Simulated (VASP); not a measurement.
AlP: relaxation of cell and atoms with HSE06

The system is AlP.

```xyz
2
Lattice="0.0000 2.7393 2.7393 2.7393 0.0000 2.7393 2.7393 2.7393 0.0000" Properties=species:S:1:pos:R:3 pbc="T T T"
Al    0.0000    0.0000    0.0000
P     1.3696    1.3696    1.3696
```

```yaml
Program: VASP 6.6.1
Task: relaxation of cell and atoms
Functional: HSE06
Potentials_or_basis: VASP PAW PBE potentials, release 64 (Al, P)
Cutoff: 500 eV
k_mesh: 6 × 6 × 6
Occupations: fermi-dirac, width 0.02 eV
Spin: no spin polarisation
Dipole_correction: no
Grid_for_exact_exchange_PRECFOCK: Normal
Further_INCAR_settings: ALGO = Normal; EDIFF = 1e-07; IBRION = 2; EDIFFG = -0.005; NSW = 80; ISIF = 3
Share_of_exact_exchange: 0.25
Screening_parameter: 0.2079 1/Å
```

- Relaxed volume: 20.47 Å³/atom
- Relaxed cell: a = 3.869 Å, b = 3.869 Å, c = 3.869 Å, α = 60.00°, β = 60.00°, γ = 60.00°
- Space group after relaxing (to 0.1 Å): F-43m (No. 216)
- Energy gained by relaxing: 0.1 meV/atom
- Ionic steps: 3
- Pressure after relaxing: 0.0 GPa
- Band gap on the k mesh: 2.28 eV (least direct gap 4.17 eV)

The path:
```csv
step,energy change (eV),largest force (eV/Å),pressure (GPa),volume (Å³)
1,0.0000,0.0000,-0.36,41.11
2,-0.0001,0.0000,0.24,40.84
3,-0.0002,0.0000,0.00,40.95
```

Final structure:
```cif
data_structure
_symmetry_space_group_name_H-M 'P 1'
_symmetry_Int_Tables_number 1
_cell_length_a 3.8688
_cell_length_b 3.8688
_cell_length_c 3.8688
_cell_angle_alpha 60.000
_cell_angle_beta 60.000
_cell_angle_gamma 60.000
_cell_volume 40.95
loop_
_atom_site_label
_atom_site_type_symbol
_atom_site_fract_x
_atom_site_fract_y
_atom_site_fract_z
_atom_site_occupancy
Al1 Al 0.00000 0.00000 0.00000 1
P1 P 0.25000 0.25000 0.25000 1
```

Levels at points of the mesh, in eV from the valence-band top:
```tsv
k point	band 1	band 2	band 3	band 4	band 5	band 6	band 7	band 8
(0.00, 0.00, 0.00)	-12.74	0.00	0.00	0.00	4.17	5.48	5.48	5.48
(0.50, 0.00, 0.00)	-10.89	-6.07	-0.84	-0.84	3.63	5.75	5.75	9.28
(0.50, 0.50, 0.00)	-10.16	-5.84	-2.31	-2.31	2.28	3.23	12.42	12.42
```

It took 25 min on 1 thread of Intel(R) Xeon(R) Platinum 8259CL CPU @ 2.50GHz (Skylake/Cascade Lake), with other jobs on the host, peak memory 0.28 GiB.

Caveat: the PAW data sets were made with another functional, which shifts forces and pressure a little. A k mesh can miss the band edges.
